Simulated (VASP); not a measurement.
# HfB (Fm-3m) in VASP: notebook, part 2 of 3

VASP 6.6.1.

**3. Single point, r2SCAN**

This run uses another cell than the first one, of 13.68 Å³/atom.

File POSCAR:

```
HfB
1.0
    0.0000000000      2.3913599134      2.3913599134
    2.3913599134      0.0000000000      2.3913599134
    2.3913599134      2.3913599134      0.0000000000
Hf B
1 1
Direct
    0.5000000000      0.5000000000      0.5000000000
    0.0000000000      0.0000000000      0.0000000000
```

File INCAR.step1:

```
  PREC = Accurate
  ENCUT = 520
  ISMEAR = -1
  SIGMA = 0.05
  LREAL = False
  LASPH = True
  NELM = 80
  NBANDS = 14
  GGA = PE
  ALGO = Normal
  EDIFF = 1E-4
  LWAVE = True
  LCHARG = False
```

File INCAR.step2:

```
  PREC = Accurate
  ENCUT = 520
  EDIFF = 1E-6
  ISMEAR = -1
  SIGMA = 0.05
  LREAL = False
  LASPH = True
  NELM = 80
  ALGO = Normal
  ISIF = 2
  LWAVE = False
  LCHARG = False
  METAGGA = R2SCAN
  LMIXTAU = True
  NBANDS = 14
  ISTART = 1
```

File KPOINTS:

```
Automatic mesh
0
Gamma
  10 10 10
```

Potentials or basis: VASP PAW PBE potentials, release 64 (Hf_pv, B).

Command:

```
> cat potpaw_PBE.64/Hf_pv/POTCAR potpaw_PBE.64/B/POTCAR > POTCAR
> cp INCAR.step1 INCAR
> mpirun -np 1 vasp_std > vasp.out
> cp INCAR.step2 INCAR
> mpirun -np 1 vasp_std > vasp.out
```

OUTCAR:

```text
PREC = Accurate
   ENCUT = 520
   EDIFF = 1E-6
   ISMEAR = -1
   LREAL = False
   LASPH = True
   NELM = 80
   ISIF = 2
   METAGGA = R2SCAN
   ISTART = 1

 ion  position               nearest neighbor table
   1  0.500  0.500  0.500-   2 2.39   2 2.39   2 2.39   2 2.39   2 2.39   2 2.39
   2  0.000  0.000  0.000-   1 2.39   1 2.39   1 2.39   1 2.39   1 2.39   1 2.39

  LATTYP: Found a face centered cubic cell.
 ALAT       =     4.7827198268

  Lattice vectors:

 A1 = (   0.0000000000,   2.3913599134,   2.3913599134)
 A2 = (   2.3913599134,   0.0000000000,   2.3913599134)
 A3 = (   2.3913599134,   2.3913599134,   0.0000000000)

Analysis of symmetry for initial positions (statically):
=====================================================================
 Subroutine PRICEL returns:
 Original cell was already a primitive cell.

 Routine SETGRP: Setting up the symmetry group for a
 face centered cubic supercell.

 Subroutine GETGRP returns: Found 48 space group operations
 (whereof 48 operations were pure point group operations)
 out of a pool of 48 trial point group operations.

The static configuration has the point symmetry O_h .

Analysis of symmetry for dynamics (positions and initial velocities):
=====================================================================
 Subroutine PRICEL returns:
 Original cell was already a primitive cell.

 Routine SETGRP: Setting up the symmetry group for a
 face centered cubic supercell.

 Subroutine GETGRP returns: Found 48 space group operations
 (whereof 48 operations were pure point group operations)
 out of a pool of 48 trial point group operations.

The dynamic configuration has the point symmetry O_h .

 Subroutine INISYM returns: Found 48 space group operations
 (whereof 48 operations are pure point group operations),
 and found     1 'primitive' translations

----------------------------------------------------------------------------------------

                                     Primitive cell

  volume of cell :      27.3505

  direct lattice vectors                    reciprocal lattice vectors
     0.000000000  2.391359913  2.391359913    -0.209086051  0.209086051  0.209086051
     2.391359913  0.000000000  2.391359913     0.209086051 -0.209086051  0.209086051
     2.391359913  2.391359913  0.000000000     0.209086051  0.209086051 -0.209086051

  length of vectors
     3.381893622  3.381893622  3.381893622     0.362147663  0.362147663  0.362147663

  position of ions in fractional coordinates (direct lattice)
     0.500000000  0.500000000  0.500000000
     0.000000000  0.000000000  0.000000000

  ion indices of the primitive-cell ions
   primitive index   ion index
                 1           1
                 2           2

----------------------------------------------------------------------------------------

 KPOINTS: Automatic mesh

Automatic generation of k-mesh.
 Grid dimensions read from file:
 generate k-points for:   10   10   10

 Generating k-lattice:

  Cartesian coordinates                     Fractional coordinates (reciprocal lattice)
    -0.020908605  0.020908605  0.020908605     0.100000000  0.000000000  0.000000000
     0.020908605 -0.020908605  0.020908605     0.000000000  0.100000000  0.000000000
     0.020908605  0.020908605 -0.020908605     0.000000000  0.000000000  0.100000000

[... 39 lines left out ...]
   number of dos      NEDOS =    301   number of ions     NIONS =      2
   total plane-waves  NPLWV =  21952
   dimension x,y,z NGX =    28 NGY =   28 NGZ =   28
   dimension x,y,z NGXF=    56 NGYF=   56 NGZF=   56
   ions per type =               1   1
   NGX,Y,Z   is equivalent  to a cutoff of  13.76, 13.76, 13.76 a.u.
   NGXF,Y,Z  is equivalent  to a cutoff of  27.53, 27.53, 27.53 a.u.
 SYSTEM =  unknown system
   PREC   = accura    normal or accurate (medium, high low for compatibility)
   ISTART =      1    job   : 0-new  1-cont  2-samecut
   ICHARG =      0    charge: 1-file 2-atom 10-const
   ISPIN  =      1    spin polarized calculation?
   LNONCOLLINEAR =      F non collinear calculations
   LSORBIT =      F    spin-orbit coupling
   LASPH  =      T    aspherical Exc in radial PAW
   ENCUT  =  520.0 eV  38.22 Ry    6.18 a.u.   6.29  6.29  6.29*2*pi/ulx,y,z
   NELM   =     80;   NELMIN=  2; NELMDL=  0     # of ELM steps
   EDIFF  = 0.1E-05   stopping-criterion for ELM
   LREAL  =      F    real-space projection
   EDIFFG = 0.1E-04   stopping-criterion for IOM
   NSW    =      0    number of steps for IOM
   IBRION =     -1    ionic relax: 0-MD 1-quasi-New 2-CG
   NFREE  =      0    steps in history (QN), initial steepest desc. (CG)
   ISIF   =      2    stress and relaxation
   ISYM   =      2    0-nonsym 1-usesym 2-fastsym
   POTIM  = 0.5000    time-step for ionic-motion
   TEBEG  =    0.0;   TEEND  =   0.0 temperature during run
   PSTRESS=    0.0 pullay stress
   NELECT =      13.0000    total number of electrons
   NUPDOWN=      -1.0000    fix difference up-down
   EMIN   =  10.00;   EMAX   =-10.00  energy-range for DOS
   EFERMI =   0.00;   METHOD = LEGACY
   ISMEAR =    -1;   SIGMA  =   0.05  broadening in eV -4-tet -1-fermi 0-gaus
   EFERMI_NEDOS =   21; number of points for ismear=-14 and -15
   IALGO  =     38    algorithm
   IMIX   =      4    mixing-type and parameters
     AMIX     =   0.40;   BMIX     =  1.00
     AMIX_MAG =   1.60;   BMIX_MAG =  1.00
  volume/ion in A,a.u.               =      13.68        92.29
  Fermi-wavevector in a.u.,A,eV,Ry     =   1.277618  2.414348 22.208894  1.632308
  Thomas-Fermi vector in A             =   2.410207
   LORBIT       =      0    0 simple, 1 ext, 2 COOP (PROOUT), +10 PAW based schemes
   METAGGA = R2SCAN    functional components
   LHFCALC =     F    Hartree Fock is set to
   AEXX    =    0.0000 exact exchange contribution
   IVDW    =     0    specifies the selected vdW correction
   LEPSILON=     F    determine dielectric tensor
   LRPA    =     F    only Hartree local field effects (RPA)
 non-spin polarized calculation
  energy-cutoff  :      520.00
  volume of cell :       27.35
 maximum number of plane-waves:       754
 NGX is ok and might be reduce to    28
   NGX = 13   NGY = 13   NGZ = 13

 number of electron      12.9999999 magnetization

 Free energy of the ion-electron system (eV)
  ---------------------------------------------------
  ext. energy  EPLUGINS =         0.00000000
  ---------------------------------------------------
  free energy    TOTEN  =       -53.42941811 eV

  energy without entropy =      -53.41664356  energy(sigma->0) =      -53.42303083

 E-fermi :   4.3794     XC(G=0): -12.6717

 val. band max:        4.3656470183   @ k =   0.3000   0.2000   0.0000
 cond. band min:       4.4313030341   @ k =  -0.2000   0.1000   0.0000
 fundamental gap:      0.0656560158
 Fermi energy:         4.3794189174

 k-point     1 :       0.0000    0.0000    0.0000
  band No.  band energies     occupation
      1     -25.5711      2.00000
      2     -25.5711      2.00000
      3     -25.5710      2.00000
      4      -5.4288      2.00000
      5       6.7495      0.00000
      6       6.7495      0.00000
      7       6.7495      0.00000
      8       8.2603      0.00000
      9       8.2603      0.00000
     10       8.2604      0.00000
     11       8.3788      0.00000
     12       8.3788      0.00000
     13      16.2382      0.00000
     14      16.6447      0.00000
[... 377 lines left out ...]
      1     -25.9513      2.00000
      2     -25.7258      2.00000
      3     -25.7101      2.00000
      4      -2.6001      2.00000
      5       2.0935      2.00000
      6       3.8132      1.99998
      7       5.6172      0.00000
      8       6.4457      0.00000
      9      10.3078      0.00000
     10      11.9557      0.00000
     11      12.2078      0.00000
     12      16.0364      0.00000
     13      16.3960      0.00000
     14      17.9635      0.00000

 [... further k-points ...]

------------------------ aborting loop because EDIFF is reached ----------------------------------------

  FORCE on cell =-STRESS in cart. coord.  units (eV):
  Direction    XX          YY          ZZ          XY          YZ          ZX
  --------------------------------------------------------------------------------------
  -------------------------------------------------------------------------------------
  Total        0.8506364      0.8506364      0.8506364      0.0000000     -0.0000000      0.0000000
  in kB       49.8298656     49.8298656     49.8298656      0.0000000     -0.0000000      0.0000000
  external PRESSURE =      49.8298656 kB  Pullay stress =       0.0000000 kB

 VOLUME and BASIS-vectors are now :
 -----------------------------------------------------------------------------
  energy-cutoff  :      520.00
  volume of cell :       27.35
      direct lattice vectors                 reciprocal lattice vectors
     0.000000000  2.391359913  2.391359913    -0.209086051  0.209086051  0.209086051
     2.391359913  0.000000000  2.391359913     0.209086051 -0.209086051  0.209086051
     2.391359913  2.391359913  0.000000000     0.209086051  0.209086051 -0.209086051

 POSITION                                       TOTAL-FORCE (eV/Angst)
 -----------------------------------------------------------------------------------
      2.39136      2.39136      2.39136         0.000000      0.000000      0.000000
      0.00000      0.00000      0.00000        -0.000000     -0.000000     -0.000000
 -----------------------------------------------------------------------------------
    total drift:                                0.000000      0.000000      0.000000

  FREE ENERGIE OF THE ION-ELECTRON SYSTEM (eV)
  ---------------------------------------------------
  free  energy   TOTEN  =       -53.4294181133 eV

  energy  without entropy=      -53.4166435553  energy(sigma->0) =      -53.42303083
```

OUTCAR.step1:

```text
PREC = Accurate
   ENCUT = 520
   ISMEAR = -1
   LREAL = False
   LASPH = True
[... 629 lines left out ...]
      2.39136      2.39136      2.39136        -0.000000      0.000000     -0.000000
      0.00000      0.00000      0.00000         0.000000      0.000000      0.000000
 -----------------------------------------------------------------------------------
    total drift:                                0.000000      0.000000      0.000000

  FREE ENERGIE OF THE ION-ELECTRON SYSTEM (eV)
  ---------------------------------------------------
  free  energy   TOTEN  =       -17.4415235697 eV

  energy  without entropy=      -17.4268697563  energy(sigma->0) =      -17.43419666
```

OSZICAR.step1:

```text
N       E                     dE             d eps       ncg     rms          rms(c)
DAV:   1     0.209736238952E+02    0.20974E+02   -0.69455E+03  1316   0.865E+02
DAV:   2    -0.181763770628E+02   -0.39150E+02   -0.37008E+02  1660   0.190E+02
DAV:   3    -0.191665556310E+02   -0.99018E+00   -0.98593E+00  1640   0.210E+01
DAV:   4    -0.191703741967E+02   -0.38186E-02   -0.38184E-02  1496   0.160E+00
DAV:   5    -0.191703975661E+02   -0.23369E-04   -0.23369E-04  1670   0.113E-01    0.564E+01
DAV:   6    -0.174906293619E+02    0.16798E+01   -0.27796E+00  1508   0.101E+01    0.360E+01
DAV:   7    -0.174693445835E+02    0.21285E-01   -0.74265E-01  1670   0.535E+00    0.106E+01
DAV:   8    -0.174416581006E+02    0.27686E-01   -0.90904E-02  1454   0.178E+00    0.128E+00
DAV:   9    -0.174415160723E+02    0.14203E-03   -0.50187E-03  1682   0.486E-01    0.304E-01
DAV:  10    -0.174415235697E+02   -0.74974E-05   -0.11473E-04  1232   0.785E-02
   1 F= -.17441524E+02 E0= -.17434197E+02  d E =-.146538E-01
```

Run time: 2.4 min. Hardware: 1 thread of AMD EPYC 7R43 (Zen 3), shared host; peak memory 0.14 GiB.

What came out:

| Quantity | Value |
| --- | --- |
| Free energy | -53.4294 eV |
| Pressure | 5.0 GPa |
| Band gap on the k mesh | zero (an odd number of electrons rules out a gap without spin polarisation) |

Levels at points of the mesh, in eV from the Fermi level:
| k point | band 3 | band 4 | band 5 | band 6 | band 7 | band 8 | band 9 | band 10 | band 11 | band 12 |
| --- | --- | --- | --- | --- | --- | --- | --- | --- | --- | --- |
| (0.00, 0.00, 0.00) | -29.95 | -9.81 | 2.37 | 2.37 | 2.37 | 3.88 | 3.88 | 3.88 | 4.00 | 4.00 |
| (0.50, 0.00, 0.00) | -30.01 | -4.89 | -4.88 | -1.24 | -1.24 | 6.27 | 6.27 | 7.24 | 8.25 | 13.58 |
| (0.50, 0.50, 0.00) | -30.13 | -6.94 | -1.39 | -0.76 | 2.10 | 2.10 | 5.78 | 7.48 | 7.48 | 8.74 |

Caveat: the cell stands under pressure; the PAW data sets were made with another functional, which shifts forces and pressure a little; spin-orbit coupling is left out, which moves the levels of the heavy elements.

**4. Single point, r2SCAN**

This run uses another cell than the first one, of 14.05 Å³/atom.

File POSCAR:

```
HfB
1.0
    0.0000000000      2.4132268328      2.4132268328
    2.4132268328      0.0000000000      2.4132268328
    2.4132268328      2.4132268328      0.0000000000
Hf B
1 1
Direct
    0.5000000000      0.5000000000      0.5000000000
    0.0000000000      0.0000000000      0.0000000000
```

File INCAR.step1:

```
ALGO     = Normal         # electronic algorithm
EDIFF    = 1E-4           # SCF threshold, eV
ENCUT    = 520            # plane-wave cutoff, eV
GGA      = PE             # functional
ISMEAR   = -1             # smearing method
LASPH    = True           # aspherical terms in the spheres
LCHARG   = False          # write CHGCAR
LREAL    = False          # projectors in reciprocal space
LWAVE    = True           # write WAVECAR
NBANDS   = 14             # bands
NELM     = 80             # most SCF steps
PREC     = Accurate       # precision mode
SIGMA    = 0.05           # smearing width, eV
```

File INCAR.step2:

```
ALGO     = Normal         # electronic algorithm
EDIFF    = 1E-6           # SCF threshold, eV
ENCUT    = 520            # plane-wave cutoff, eV
ISIF     = 2              # what is computed and relaxed
ISMEAR   = -1             # smearing method
ISTART   = 1            
LASPH    = True           # aspherical terms in the spheres
LCHARG   = False          # write CHGCAR
LMIXTAU  = True         
LREAL    = False          # projectors in reciprocal space
LWAVE    = False          # write WAVECAR
METAGGA  = R2SCAN         # meta-GGA
NBANDS   = 14             # bands
NELM     = 80             # most SCF steps
PREC     = Accurate       # precision mode
SIGMA    = 0.05           # smearing width, eV
```

File KPOINTS:

```
k-points
0
Gamma
  10 10 10
```

Command:

```
> cat potpaw_PBE.64/Hf_pv/POTCAR potpaw_PBE.64/B/POTCAR > POTCAR
> cp INCAR.step1 INCAR
> mpirun -np 1 vasp_std > vasp.out
> cp INCAR.step2 INCAR
> mpirun -np 1 vasp_std > vasp.out
```

Wall time 2 min (1 thread of AMD EPYC 7R43 (Zen 3), shared host); peak memory 0.14 GiB.

It converged, with:

| Property | Result |
| --- | --- |
| Free energy | -53.4411 eV |
| Pressure | -0.1 GPa |
| Band gap on the k mesh | zero (an odd number of electrons rules out a gap without spin polarisation) |

Levels at points of the mesh, in eV from the Fermi level:
```tsv
k point	band 4	band 5	band 6	band 7	band 8	band 9	band 10	band 11
(0.00, 0.00, 0.00)	-9.71	2.33	2.33	2.33	3.80	3.80	3.80	3.89
(0.50, 0.00, 0.00)	-4.96	-4.80	-1.20	-1.20	6.08	6.08	7.01	8.10
(0.50, 0.50, 0.00)	-6.86	-1.45	-0.69	2.02	2.02	5.61	7.25	7.25
```

Caveat: the PAW data sets were made with another functional, which shifts forces and pressure a little; spin-orbit coupling is left out, which moves the levels of the heavy elements.

**5. Single point, r2SCAN**

This run uses another cell than the first one, of 13.89 Å³/atom.

File POSCAR:

```
HfB
1.0
    0.0000000000      2.4040896850      2.4040896850
    2.4040896850      0.0000000000      2.4040896850
    2.4040896850      2.4040896850      0.0000000000
Hf B
1 1
Direct
    0.5000000000      0.5000000000      0.5000000000
    0.0000000000      0.0000000000      0.0000000000
```

File INCAR.step1:

```
SYSTEM = HfB
  ALGO = Normal
  EDIFF = 1E-4
  ENCUT = 520
  GGA = PE
  ISMEAR = -1
  LASPH = .TRUE.
  LCHARG = .FALSE.
  LREAL = .FALSE.
  LWAVE = .TRUE.
  NBANDS = 14
  NELM = 80
  PREC = Accurate
  SIGMA = 0.05
```

File INCAR.step2:

```
SYSTEM = HfB
  ALGO = Normal
  EDIFF = 1E-6
  ENCUT = 520
  ISIF = 2
  ISMEAR = -1
  ISTART = 1
  LASPH = .TRUE.
  LCHARG = .FALSE.
  LMIXTAU = .TRUE.
  LREAL = .FALSE.
  LWAVE = .FALSE.
  METAGGA = R2SCAN
  NBANDS = 14
  NELM = 80
  PREC = Accurate
  SIGMA = 0.05
```

File KPOINTS:

```
k-points
0
G
  10 10 10
  0 0 0
```

Command:

```
> cat potpaw_PBE.64/Hf_pv/POTCAR potpaw_PBE.64/B/POTCAR > POTCAR
> cp INCAR.step1 INCAR
> mpirun -np 1 vasp_std > vasp.out
> cp INCAR.step2 INCAR
> mpirun -np 1 vasp_std > vasp.out
```

Wall time 1.9 min (1 thread of AMD EPYC 7R43 (Zen 3), shared host); peak memory 0.14 GiB.

The run converged. Its results:

| Quantity | Value |
| --- | --- |
| Free energy | -53.4391 eV |
| Pressure | 2.0 GPa |
| Band gap on the k mesh | zero (an odd number of electrons rules out a gap without spin polarisation) |

Levels at points of the mesh, in eV from the Fermi level:
```csv
k point,band 5,band 6,band 7,band 8,band 9,band 10
"(0.00, 0.00, 0.00)",2.35,2.35,2.35,3.83,3.83,3.83
"(0.50, 0.00, 0.00)",-4.83,-1.22,-1.22,6.16,6.16,7.10
"(0.50, 0.50, 0.00)",-1.42,-0.72,2.06,2.06,5.68,7.34
```

Caveat: the PAW data sets were made with another functional, which shifts forces and pressure a little; spin-orbit coupling is left out, which moves the levels of the heavy elements.

[end of part 2 of 3]
